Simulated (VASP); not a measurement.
# Bi (R-3m) in VASP: further runs, part 2 of 2

VASP 6.6.1.

### Step 3. Single point, PBE+D3(BJ)

This run uses another cell than the first one, of 35.07 Å³/atom.

Input file INCAR:

```
SYSTEM = Bi
PREC = Accurate
ENCUT = 520
EDIFF = 1E-6
ISMEAR = 0
SIGMA = 0.1
LREAL = .FALSE.
LASPH = .TRUE.
NELM = 60
ALGO = Fast
ISIF = 2
LWAVE = .FALSE.
LCHARG = .FALSE.
GGA = PE
IVDW = 12
NBANDS = 22
```

Input file KPOINTS:

```
regular mesh
0
G
  12 12 12
  0 0 0
```

Input file POSCAR:

```
Bi
1.0
    2.2675000000      1.3091417354      3.9380000000
   -2.2675000000      1.3091417354      3.9380000000
    0.0000000000     -2.6182834708      3.9380000000
Bi
2
Direct
    0.2340000000      0.2340000000      0.2340000000
    0.7660000000      0.7660000000      0.7660000000
```

Potentials or basis: VASP PAW PBE potentials, release 64 (Bi_d).

Run with:

```sh
cat potpaw_PBE.64/Bi_d/POTCAR > POTCAR
mpirun -np 1 vasp_std > vasp.out
```

OUTCAR:

```text
SYSTEM = Bi
   PREC = Accurate
   ENCUT = 520
   EDIFF = 1E-6
   ISMEAR = 0
   LREAL = .FALSE.
   LASPH = .TRUE.
   NELM = 60
   ISIF = 2
   GGA = PE
   IVDW = 12
 IVDW          = 12

 ion  position               nearest neighbor table
   1  0.234  0.234  0.234-   2 3.06   2 3.06   2 3.06   2 3.52   2 3.52   2 3.52
   2  0.766  0.766  0.766-   1 3.06   1 3.06   1 3.06   1 3.52   1 3.52   1 3.52

  LATTYP: Found a trigonal (rhomboedric) cell.
 ALAT       =     4.7289800521
 COS(alpha) =     0.5401781303

  Lattice vectors:

 A1 = (   2.2675000000,   1.3091417354,   3.9380000000)
 A2 = (  -2.2675000000,   1.3091417354,   3.9380000000)
 A3 = (   0.0000000000,  -2.6182834708,   3.9380000000)

Analysis of symmetry for initial positions (statically):
=====================================================================
 Subroutine PRICEL returns:
 Original cell was already a primitive cell.

 Routine SETGRP: Setting up the symmetry group for a
 trigonal (rhombohedral) supercell.

 Subroutine GETGRP returns: Found 12 space group operations
 (whereof 12 operations were pure point group operations)
 out of a pool of 12 trial point group operations.

The static configuration has the point symmetry D_3d.

Analysis of symmetry for dynamics (positions and initial velocities):
=====================================================================
 Subroutine PRICEL returns:
 Original cell was already a primitive cell.

 Routine SETGRP: Setting up the symmetry group for a
 trigonal (rhombohedral) supercell.

 Subroutine GETGRP returns: Found 12 space group operations
 (whereof 12 operations were pure point group operations)
 out of a pool of 12 trial point group operations.

The dynamic configuration has the point symmetry D_3d.

 Subroutine INISYM returns: Found 12 space group operations
 (whereof 12 operations are pure point group operations),
 and found     1 'primitive' translations

----------------------------------------------------------------------------------------

                                     Primitive cell

  volume of cell :      70.1392

  direct lattice vectors                    reciprocal lattice vectors
     2.267500000  1.309141735  3.938000000     0.220507166  0.127309872  0.084645336
    -2.267500000  1.309141735  3.938000000    -0.220507166  0.127309872  0.084645336
     0.000000000 -2.618283471  3.938000000     0.000000000 -0.254619744  0.084645336

  length of vectors
     4.728980052  4.728980052  4.728980052     0.268320791  0.268320791  0.268320791

  position of ions in fractional coordinates (direct lattice)
     0.234000000  0.234000000  0.234000000
     0.766000000  0.766000000  0.766000000

  ion indices of the primitive-cell ions
   primitive index   ion index
                 1           1
                 2           2

----------------------------------------------------------------------------------------

 KPOINTS: regular mesh

Automatic generation of k-mesh.
 Grid dimensions read from file:
 generate k-points for:   12   12   12

 Generating k-lattice:

  Cartesian coordinates                     Fractional coordinates (reciprocal lattice)
     0.018375597  0.010609156  0.007053778     0.083333333 -0.000000000  0.000000000
    -0.018375597  0.010609156  0.007053778    -0.000000000  0.083333333  0.000000000
     0.000000000 -0.021218312  0.007053778     0.000000000  0.000000000  0.083333333

  Length of vectors
     0.022360066  0.022360066  0.022360066

  Shift w.r.t. Gamma in fractional coordinates (k-lattice)
     0.000000000  0.000000000  0.000000000

 Subroutine IBZKPT returns following result:
 ===========================================

 Found    189 irreducible k-points:

 Following reciprocal coordinates:
            Coordinates               Weight
  0.000000  0.000000  0.000000      1.000000
  0.083333  0.000000  0.000000      6.000000
  0.166667  0.000000 -0.000000      6.000000
  0.250000  0.000000  0.000000      6.000000
  0.333333  0.000000  0.000000      6.000000
  0.416667  0.000000 -0.000000      6.000000
[... 16 lines left out ...]
  0.500000  0.166667  0.000000     12.000000
 -0.416667  0.166667  0.000000     12.000000
 [... further k-points ...]
   k-points           NKPTS =    189   k-points in BZ     NKDIM =    189   number of bands    NBANDS=     22
   number of dos      NEDOS =    301   number of ions     NIONS =      2
   total plane-waves  NPLWV =  46656
   dimension x,y,z NGX =    36 NGY =   36 NGZ =   36
   dimension x,y,z NGXF=    72 NGYF=   72 NGZF=   72
   ions per type =               2
   NGX,Y,Z   is equivalent  to a cutoff of  12.66, 12.66, 12.66 a.u.
   NGXF,Y,Z  is equivalent  to a cutoff of  25.31, 25.31, 25.31 a.u.
 SYSTEM =  Bi
   PREC   = accura    normal or accurate (medium, high low for compatibility)
   ISTART =      0    job   : 0-new  1-cont  2-samecut
   ICHARG =      2    charge: 1-file 2-atom 10-const
   ISPIN  =      1    spin polarized calculation?
   LNONCOLLINEAR =      F non collinear calculations
   LSORBIT =      F    spin-orbit coupling
   LASPH  =      T    aspherical Exc in radial PAW
   ENCUT  =  520.0 eV  38.22 Ry    6.18 a.u.   8.79  8.79  8.79*2*pi/ulx,y,z
   NELM   =     60;   NELMIN=  2; NELMDL= -5     # of ELM steps
   EDIFF  = 0.1E-05   stopping-criterion for ELM
   LREAL  =      F    real-space projection
   EDIFFG = 0.1E-04   stopping-criterion for IOM
   NSW    =      0    number of steps for IOM
   IBRION =     -1    ionic relax: 0-MD 1-quasi-New 2-CG
   NFREE  =      0    steps in history (QN), initial steepest desc. (CG)
   ISIF   =      2    stress and relaxation
   ISYM   =      2    0-nonsym 1-usesym 2-fastsym
   POTIM  = 0.5000    time-step for ionic-motion
   TEBEG  =    0.0;   TEEND  =   0.0 temperature during run
   PSTRESS=    0.0 pullay stress
   NELECT =      30.0000    total number of electrons
   NUPDOWN=      -1.0000    fix difference up-down
   EMIN   =  10.00;   EMAX   =-10.00  energy-range for DOS
   EFERMI =   0.00;   METHOD = LEGACY
   ISMEAR =     0;   SIGMA  =   0.10  broadening in eV -4-tet -1-fermi 0-gaus
   EFERMI_NEDOS =   21; number of points for ismear=-14 and -15
   IALGO  =     68    algorithm
   IMIX   =      4    mixing-type and parameters
     AMIX     =   0.40;   BMIX     =  1.00
     AMIX_MAG =   1.60;   BMIX_MAG =  1.00
  volume/ion in A,a.u.               =      35.07       236.66
  Fermi-wavevector in a.u.,A,eV,Ry     =   1.233469  2.330919 20.700530  1.521446
  Thomas-Fermi vector in A             =   2.368198
   LORBIT       =      0    0 simple, 1 ext, 2 COOP (PROOUT), +10 PAW based schemes
   GGA     = PE    functional components
   LHFCALC =     F    Hartree Fock is set to
   AEXX    =    0.0000 exact exchange contribution
   IVDW    =    12    specifies the selected vdW correction
   LEPSILON=     F    determine dielectric tensor
   LRPA    =     F    only Hartree local field effects (RPA)
 non-spin polarized calculation
 RMM-DIIS sequential band-by-band and
 Gauss-broadening in eV      SIGMA  =   0.10
  energy-cutoff  :      520.00
  volume of cell :       70.14
 maximum number of plane-waves:      1934
   NGX = 17   NGY = 17   NGZ = 17

 number of electron      30.0000004 magnetization

 Free energy of the ion-electron system (eV)
  ---------------------------------------------------
  ext. energy  EPLUGINS =         0.00000000
  ---------------------------------------------------
  free energy    TOTEN  =        -7.75131787 eV

  energy without entropy =       -7.75023233  energy(sigma->0) =       -7.75077510

 E-fermi :   6.3624     XC(G=0):  -9.5449

 val. band max:        6.3376736017   @ k =  -0.4167   0.5000   0.4167
 cond. band min:       6.3709798635   @ k =   0.4167   0.0833   0.0833
 fundamental gap:      0.0333062619
 Fermi energy:         6.3623578905

 k-point     1 :       0.0000    0.0000    0.0000
  band No.  band energies     occupation
      1     -16.5602      2.00000
      2     -16.5602      2.00000
      3     -16.4079      2.00000
      4     -16.4079      2.00000
      5     -16.3905      2.00000
      6     -16.2204      2.00000
[... 14 lines left out ...]
     21      12.1649      0.00000
     22      12.4973      0.00000
[... 552 lines left out ...]
  band No.  band energies     occupation
      1     -16.4866      2.00000
      2     -16.3784      2.00000
      3     -16.3655      2.00000
      4     -16.3512      2.00000
      5     -16.3175      2.00000
      6     -16.3037      2.00000
[... 14 lines left out ...]
     21      14.3690      0.00000
     22      16.4515      0.00000

 [... further k-points ...]

------------------------ aborting loop because EDIFF is reached ----------------------------------------

 Edisp (eV)   -0.91035

 E8    (eV) :    -0.4524

  FORCE on cell =-STRESS in cart. coord.  units (eV):
  Direction    XX          YY          ZZ          XY          YZ          ZX
  --------------------------------------------------------------------------------------
  -------------------------------------------------------------------------------------
  Total       0.01380     0.01380     0.03959     0.00000     0.00000     0.00000
  in kB       0.31532     0.31532     0.90424     0.00000     0.00000     0.00000
  external pressure =        0.51 kB  Pullay stress =        0.00 kB

 VOLUME and BASIS-vectors are now :
 -----------------------------------------------------------------------------
  energy-cutoff  :      520.00
  volume of cell :       70.14
      direct lattice vectors                 reciprocal lattice vectors
     2.267500000  1.309141735  3.938000000     0.220507166  0.127309872  0.084645336
    -2.267500000  1.309141735  3.938000000    -0.220507166  0.127309872  0.084645336
     0.000000000 -2.618283471  3.938000000     0.000000000 -0.254619744  0.084645336

 POSITION                                       TOTAL-FORCE (eV/Angst)
 -----------------------------------------------------------------------------------
      0.00000      0.00000      2.76448         0.000000     -0.000000      0.229013
      0.00000      0.00000      9.04952         0.000000      0.000000     -0.229013
 -----------------------------------------------------------------------------------
    total drift:                               -0.000000      0.000000     -0.000000

  FREE ENERGIE OF THE ION-ELECTRON SYSTEM (eV)
  ---------------------------------------------------
  free  energy   TOTEN  =        -8.6616640040 eV

  energy  without entropy=       -8.6605784610  energy(sigma->0) =       -8.66112123
```

OSZICAR:

```text
N       E                     dE             d eps       ncg     rms          rms(c)
DAV:   1     0.307364790365E+03    0.30736E+03   -0.16237E+04  8328   0.164E+03
DAV:   2     0.184695947239E+02   -0.28890E+03   -0.28164E+03  8478   0.436E+02
DAV:   3    -0.684482196955E+01   -0.25314E+02   -0.25032E+02 10038   0.143E+02
DAV:   4    -0.771550707846E+01   -0.87069E+00   -0.87018E+00 10312   0.291E+01
DAV:   5    -0.775377291054E+01   -0.38266E-01   -0.38265E-01 12088   0.548E+00    0.106E+00
RMM:   6    -0.775090253616E+01    0.28704E-02   -0.13078E-02 10314   0.125E+00    0.646E-01
RMM:   7    -0.775074794381E+01    0.15459E-03   -0.14403E-02  9735   0.126E+00    0.103E-01
RMM:   8    -0.775119145334E+01   -0.44351E-03   -0.44346E-03 11782   0.668E-01    0.293E-02
RMM:   9    -0.775131821899E+01   -0.12677E-03   -0.13220E-03 14047   0.287E-01    0.323E-02
RMM:  10    -0.775131865172E+01   -0.43272E-06   -0.10374E-04 13671   0.839E-02    0.149E-02
RMM:  11    -0.775131764971E+01    0.10020E-05   -0.22892E-05 11286   0.357E-02    0.340E-03
RMM:  12    -0.775131786922E+01   -0.21951E-06   -0.73384E-06 10645   0.213E-02
   1 F= -.86616640E+01 E0= -.86611212E+01  d E =-.108554E-02
```

stdout:

```text
POSCAR found type information on POSCAR Bi
 POSCAR found :  1 types and       2 ions
 scaLAPACK will be used
 LDA part: xc-table for (Slater+PW92), standard interpolation
 POSCAR, INCAR and KPOINTS ok, starting setup
 FFT: planning ... GRIDC
 FFT: planning ... GRID_SOFT
 FFT: planning ... GRID
 WAVECAR not read
 entering main loop
```

Run time: 2.5 min. Hardware: 1 thread of Intel Xeon Platinum 8488C (Sapphire Rapids), shared host; peak memory 0.37 GiB.

Results:

```yaml
Free_energy: -8.6617 eV
Pressure: 0.1 GPa
Largest_force: 0.229 eV/Å
Band_gap_on_the_k_mesh: zero (bands 15 and 16 overlap by 0.22 eV)
Dispersion_energy_per_atom: -0.455 eV
```

Forces in eV/Å, atoms in the order of the input:
```
Bi   0.000  0.000  0.229
Bi   0.000  0.000 -0.229
```

Caveat: spin-orbit coupling is left out, which moves the levels of the heavy elements.

The gap in the log of VASP goes by the Fermi energy; the results here count the filled bands.